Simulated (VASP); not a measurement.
# MoN2 (P4/mbm) in VASP: notebook, part 2 of 2

VASP 6.6.1. The steps go on from the part before.

## 5. Single point, PBEsol+U

This run uses another cell than the first one, of 8.72 Å³/atom.

Contents of INCAR:

```
PREC = Accurate ; ENCUT = 520
EDIFF = 1E-6 ; ISMEAR = -1
SIGMA = 0.05 ; LREAL = False
LASPH = True ; NELM = 150
ALGO = Fast ; ISIF = 2
LWAVE = False ; LCHARG = True
LMAXMIX = 4 ; LDAU = True
LDAUTYPE = 2 ; LDAUL = 2 -1
LDAUU = 2 0 ; LDAUJ = 0 0
LDAUPRINT = 1 ; GGA = PS
LELF = True ; LVHAR = True
NBANDS = 33
```

Contents of KPOINTS:

```
Automatic mesh
0
Gamma
  6 6 10
```

Contents of POSCAR:

```
MoN2
1.0
    4.3480530000      0.0000000000      0.0000000000
    0.0000000000      4.3480530000      0.0000000000
    0.0000000000      0.0000000000      2.7674600000
Mo N
2 4
Direct
    0.0000000000      0.0000000000      0.0000000000
    0.5000000000      0.5000000000      0.0000000000
    0.6116470000      0.8883530000      0.5000000000
    0.3883530000      0.1116470000      0.5000000000
    0.1116470000      0.6116470000      0.5000000000
    0.8883530000      0.3883530000      0.5000000000
```

Potentials or basis: VASP PAW PBE potentials, release 64 (Mo_sv, N).

The run is started by

```console
$ cat potpaw_PBE.64/Mo_sv/POTCAR potpaw_PBE.64/N/POTCAR > POTCAR
$ mpirun -np 1 vasp_std > vasp.out
```

OUTCAR:

```text
PREC = Accurate
   ENCUT = 520
   EDIFF = 1E-6
   ISMEAR = -1
   LREAL = False
   LASPH = True
   NELM = 150
   ISIF = 2
   GGA = PS

 ion  position               nearest neighbor table
   1  0.000  0.000  0.000-   3 2.24   4 2.24   5 2.24   6 2.24   3 2.24   4 2.24   5 2.24   6 2.24
                             2 3.07   2 3.07   2 3.07   2 3.07
   2  0.500  0.500  0.000-   3 2.24   4 2.24   5 2.24   6 2.24   3 2.24   4 2.24   5 2.24   6 2.24
                             1 3.07   1 3.07   1 3.07   1 3.07
   3  0.612  0.888  0.500-   4 1.37   2 2.24   1 2.24   1 2.24   2 2.24
   4  0.388  0.112  0.500-   3 1.37   2 2.24   1 2.24   1 2.24   2 2.24
   5  0.112  0.612  0.500-   6 1.37   2 2.24   1 2.24   1 2.24   2 2.24
   6  0.888  0.388  0.500-   5 1.37   2 2.24   1 2.24   1 2.24   2 2.24

  LATTYP: Found a simple tetragonal cell.
 ALAT       =     4.3480530000
 C/A-ratio  =     0.6364825820

  Lattice vectors:

 A1 = (   4.3480530000,   0.0000000000,   0.0000000000)
 A2 = (   0.0000000000,   4.3480530000,   0.0000000000)
 A3 = (   0.0000000000,   0.0000000000,   2.7674600000)

Analysis of symmetry for initial positions (statically):
=====================================================================
 Subroutine PRICEL returns:
 Original cell was already a primitive cell.

 Routine SETGRP: Setting up the symmetry group for a
 simple tetragonal supercell.

 Subroutine GETGRP returns: Found 16 space group operations
 (whereof  8 operations were pure point group operations)
 out of a pool of 16 trial point group operations.

The static configuration has the point symmetry C_4h.
 The point group associated with its full space group is D_4h.

Analysis of symmetry for dynamics (positions and initial velocities):
=====================================================================
 Subroutine PRICEL returns:
 Original cell was already a primitive cell.

 Routine SETGRP: Setting up the symmetry group for a
 simple tetragonal supercell.

 Subroutine GETGRP returns: Found 16 space group operations
 (whereof  8 operations were pure point group operations)
 out of a pool of 16 trial point group operations.

The dynamic configuration has the point symmetry C_4h.
 The point group associated with its full space group is D_4h.

 Subroutine INISYM returns: Found 16 space group operations
 (whereof  8 operations are pure point group operations),
 and found     1 'primitive' translations

----------------------------------------------------------------------------------------
[... 167 lines left out ...]
  o =  0.3311  v =  0.0000  0.9934 -0.0000 -0.1144  0.0000  0.0000  0.0000  0.0000  0.0000  0.0000      0.0000  0.0000  0.0000  0.0000  0.0000  0.0000  0.0000  0.0000  0.0000  0.0000
  o =  0.3311  v =  0.0000  0.0000  0.0000  0.0000  0.0000  0.0000  0.9934 -0.0000 -0.1144  0.0000      0.0000  0.0000  0.0000  0.0000  0.0000  0.0000  0.0000  0.0000  0.0000  0.0000
  o =  0.3311  v =  0.0000  0.1144  0.0000  0.9934  0.0000  0.0000  0.0000  0.0000  0.0000  0.0000      0.0000  0.0000  0.0000  0.0000  0.0000  0.0000  0.0000  0.0000  0.0000  0.0000
  o =  0.3311  v =  0.0000  0.0000  0.0000  0.0000  0.0000  0.0000  0.1144  0.0000  0.9934  0.0000      0.0000  0.0000  0.0000  0.0000  0.0000  0.0000  0.0000  0.0000  0.0000  0.0000
  o =  0.4169  v =  0.0000  0.0000  0.0000  0.0000  0.0000  0.0000 -0.0000  1.0000 -0.0000  0.0000      0.0000  0.0000  0.0000  0.0000  0.0000  0.0000  0.0000  0.0000  0.0000  0.0000
  o =  0.4169  v =  0.0000 -0.0000  1.0000 -0.0000  0.0000  0.0000  0.0000  0.0000  0.0000  0.0000      0.0000  0.0000  0.0000  0.0000  0.0000  0.0000  0.0000  0.0000  0.0000  0.0000
  o =  0.5695  v =  0.6366  0.0000 -0.0000  0.0000 -0.7712  0.0000  0.0000  0.0000  0.0000  0.0000      0.0000  0.0000  0.0000  0.0000  0.0000  0.0000  0.0000  0.0000  0.0000  0.0000
  o =  0.5695  v =  0.0000  0.0000  0.0000  0.0000  0.0000  0.6366  0.0000 -0.0000  0.0000 -0.7712      0.0000  0.0000  0.0000  0.0000  0.0000  0.0000  0.0000  0.0000  0.0000  0.0000

atom =   2  type =  1  l = 2

 onsite density matrix

spin component  1

  0.4086 -0.0000 -0.0000  0.0000  0.1328
 -0.0000  0.3311  0.0000  0.0000 -0.0000
 -0.0000  0.0000  0.4169  0.0000 -0.0000
  0.0000  0.0000  0.0000  0.3311 -0.0000
  0.1328 -0.0000 -0.0000 -0.0000  0.4599

spin component  2

  0.4086 -0.0000 -0.0000  0.0000  0.1328
 -0.0000  0.3311  0.0000  0.0000 -0.0000
 -0.0000  0.0000  0.4169  0.0000 -0.0000
  0.0000  0.0000  0.0000  0.3311 -0.0000
  0.1328 -0.0000 -0.0000 -0.0000  0.4599

 occupancies and eigenvectors

  o =  0.2990  v = -0.7712  0.0000 -0.0000  0.0000  0.6366  0.0000  0.0000  0.0000  0.0000  0.0000      0.0000  0.0000  0.0000  0.0000  0.0000  0.0000  0.0000  0.0000  0.0000  0.0000
  o =  0.2990  v =  0.0000  0.0000  0.0000  0.0000  0.0000 -0.7712  0.0000 -0.0000  0.0000  0.6366      0.0000  0.0000  0.0000  0.0000  0.0000  0.0000  0.0000  0.0000  0.0000  0.0000
  o =  0.3311  v =  0.0000 -0.0000  0.0000  1.0000 -0.0000  0.0000  0.0000  0.0000  0.0000  0.0000      0.0000  0.0000  0.0000  0.0000  0.0000  0.0000  0.0000  0.0000  0.0000  0.0000
  o =  0.3311  v =  0.0000  1.0000 -0.0000  0.0000  0.0000  0.0000  0.0000  0.0000  0.0000  0.0000      0.0000  0.0000  0.0000  0.0000  0.0000  0.0000  0.0000  0.0000  0.0000  0.0000
  o =  0.3311  v =  0.0000  0.0000  0.0000  0.0000  0.0000  0.0000 -0.0000  0.0000  1.0000 -0.0000      0.0000  0.0000  0.0000  0.0000  0.0000  0.0000  0.0000  0.0000  0.0000  0.0000
  o =  0.3311  v =  0.0000  0.0000  0.0000  0.0000  0.0000  0.0000  1.0000 -0.0000  0.0000  0.0000      0.0000  0.0000  0.0000  0.0000  0.0000  0.0000  0.0000  0.0000  0.0000  0.0000
  o =  0.4169  v =  0.0000  0.0000  0.0000  0.0000  0.0000  0.0000  0.0000  1.0000 -0.0000  0.0000      0.0000  0.0000  0.0000  0.0000  0.0000  0.0000  0.0000  0.0000  0.0000  0.0000
  o =  0.4169  v =  0.0000  0.0000  1.0000 -0.0000  0.0000  0.0000  0.0000  0.0000  0.0000  0.0000      0.0000  0.0000  0.0000  0.0000  0.0000  0.0000  0.0000  0.0000  0.0000  0.0000
  o =  0.5695  v =  0.6366  0.0000 -0.0000  0.0000  0.7712  0.0000  0.0000  0.0000  0.0000  0.0000      0.0000  0.0000  0.0000  0.0000  0.0000  0.0000  0.0000  0.0000  0.0000  0.0000
  o =  0.5695  v =  0.0000  0.0000  0.0000  0.0000  0.0000  0.6366  0.0000 -0.0000  0.0000  0.7712      0.0000  0.0000  0.0000  0.0000  0.0000  0.0000  0.0000  0.0000  0.0000  0.0000

 number of electron      47.9999998 magnetization

 Free energy of the ion-electron system (eV)
  ---------------------------------------------------
  ext. energy  EPLUGINS =         0.00000000
  ---------------------------------------------------
  free energy    TOTEN  =       -54.08254597 eV

  energy without entropy =      -54.06465647  energy(sigma->0) =      -54.07360122

 E-fermi :  12.0055     XC(G=0): -13.8572

 val. band max:       11.9937079833   @ k =   0.3333   0.0000   0.0000
 cond. band min:      12.0069646882   @ k =   0.1667   0.1667   0.3000
 fundamental gap:      0.0132567049
 Fermi energy:        12.0055216834

 k-point     1 :       0.0000    0.0000    0.0000
  band No.  band energies     occupation
      1     -50.0984      2.00000
      2     -50.0392      2.00000
      3     -24.2810      2.00000
      4     -24.2810      2.00000
      5     -23.9783      2.00000
      6     -23.9481      2.00000
[... 853 lines left out ...]
     32      16.8162      0.00000
     33      20.1445      0.00000

 [... further k-points ...]
[... 5 lines left out ...]
  --------------------------------------------------------------------------------------
  -------------------------------------------------------------------------------------
  Total       -3.4697234     -3.4697234     -3.5950230      0.0000000      0.0000000      0.0000000
  in kB     -106.2513418   -106.2513418   -110.0883201      0.0000000      0.0000000      0.0000000
  external PRESSURE =    -107.5303346 kB  Pullay stress =       0.0000000 kB

 VOLUME and BASIS-vectors are now :
 -----------------------------------------------------------------------------
  energy-cutoff  :      520.00
  volume of cell :       52.32
      direct lattice vectors                 reciprocal lattice vectors
     4.348053000  0.000000000  0.000000000     0.229987997  0.000000000  0.000000000
     0.000000000  4.348053000  0.000000000     0.000000000  0.229987997  0.000000000
     0.000000000  0.000000000  2.767460000     0.000000000  0.000000000  0.361342169

 POSITION                                       TOTAL-FORCE (eV/Angst)
 -----------------------------------------------------------------------------------
      0.00000      0.00000      0.00000         0.000000      0.000000     -0.000000
      2.17403      2.17403      0.00000         0.000000      0.000000     -0.000000
      2.65947      3.86261      1.38373         0.109893     -0.109893     -0.000000
      1.68858      0.48545      1.38373        -0.109893      0.109893      0.000000
      0.48545      2.65947      1.38373         0.109893      0.109893     -0.000000
      3.86261      1.68858      1.38373        -0.109893     -0.109893     -0.000000
 -----------------------------------------------------------------------------------
    total drift:                               -0.000000     -0.000000     -0.000000

  FREE ENERGIE OF THE ION-ELECTRON SYSTEM (eV)
  ---------------------------------------------------
  free  energy   TOTEN  =       -54.0825459666 eV

  energy  without entropy=      -54.0646564665  energy(sigma->0) =      -54.07360122
```

Wall time 2 min (1 thread of Oxide Virtual Turin-like, shared host); peak memory 0.18 GiB.

What came out:

| Item | Value |
| --- | --- |
| Free energy | -54.0825 eV |
| Pressure | -10.8 GPa |
| Largest force | 0.155 eV/Å |
| Band gap on the k mesh | zero (bands 24 and 25 overlap by 2.03 eV) |

Forces on the atoms (eV/Å):
```
Mo   0.000  0.000  0.000
Mo   0.000  0.000  0.000
N    0.110 -0.110  0.000
N   -0.110  0.110  0.000
N    0.110  0.110  0.000
N   -0.110 -0.110  0.000
```

Levels at points of the mesh, in eV from the Fermi level:
| k point | band 21 | band 22 | band 23 | band 24 | band 25 | band 26 | band 27 | band 28 |
| --- | --- | --- | --- | --- | --- | --- | --- | --- |
| (0.00, 0.00, 0.00) | -2.88 | -2.88 | -2.21 | -1.97 | 0.75 | 0.75 | 1.02 | 1.67 |
| (0.50, 0.00, 0.00) | -1.88 | -1.88 | -1.23 | -1.23 | -0.44 | -0.44 | 2.29 | 2.29 |
| (0.50, 0.50, 0.00) | -0.83 | -0.83 | 0.48 | 0.48 | 0.55 | 0.55 | 1.16 | 1.16 |
| (0.00, 0.00, 0.50) | -2.02 | -2.02 | 0.72 | 1.11 | 2.16 | 2.18 | 2.47 | 2.47 |
| (0.50, 0.00, 0.50) | -2.47 | -2.47 | -1.21 | -1.21 | 2.47 | 2.47 | 3.10 | 3.10 |
| (0.50, 0.50, 0.50) | -5.01 | -5.01 | -1.49 | -1.49 | 2.47 | 2.47 | 3.44 | 3.44 |

Eigenvalues of the final occupation matrices:
```tsv
site	spin	trace	eigenvalues
site 1 d	1	1.95	0.30 0.33 0.33 0.42 0.57
site 1 d	2	1.95	0.30 0.33 0.33 0.42 0.57
site 2 d	1	1.95	0.30 0.33 0.33 0.42 0.57
site 2 d	2	1.95	0.30 0.33 0.33 0.42 0.57
```

Caveat: the cell stands under tension; the PAW data sets were made with another functional, which shifts forces and pressure a little; U without spin polarisation on a metal has little footing.

## 6. The runs side by side

```csv
level,potentials or basis,U,cell,cutoff (eV),gap on the mesh (eV),pressure (GPa),largest force (eV/Å)
PBE,"VASP PAW PBE potentials, release 64 (Mo_sv, N_h)",-,"a = 4.333, b = 4.333, c = 2.753 Å, 6 atoms, atomic positions A",1330,none,0.4,-
PBEsol,"VASP PAW PBE potentials, release 64 (Mo_sv, N)",-,"a = 4.348, b = 4.348, c = 2.767 Å, 6 atoms, atomic positions B",520,none,-13.5,0.16
PBEsol+U,"VASP PAW PBE potentials, release 64 (Mo_sv, N)",Mo d U = 1.0 eV,"a = 4.348, b = 4.348, c = 2.767 Å, 6 atoms, atomic positions B",520,none,-12.2,0.16
PBEsol+U,"VASP PAW PBE potentials, release 64 (Mo_sv, N)",Mo d U = 2.0 eV,"a = 4.348, b = 4.348, c = 2.767 Å, 6 atoms, atomic positions B",520,none,-10.8,0.16
```

Alike in all rows: task single point; no spin polarisation; k mesh 6 × 6 × 10; smearing fermi-dirac 0.05 eV.

Caveats: the cell stands under tension (at least some runs); the PAW data sets were made with another functional, which shifts forces and pressure a little (at least some runs); U without spin polarisation on a metal has little footing (at least some runs).

Absolute energies hang on the potentials; compare differences alone.

The gap in the log of VASP goes by the Fermi energy; the results here count the filled bands.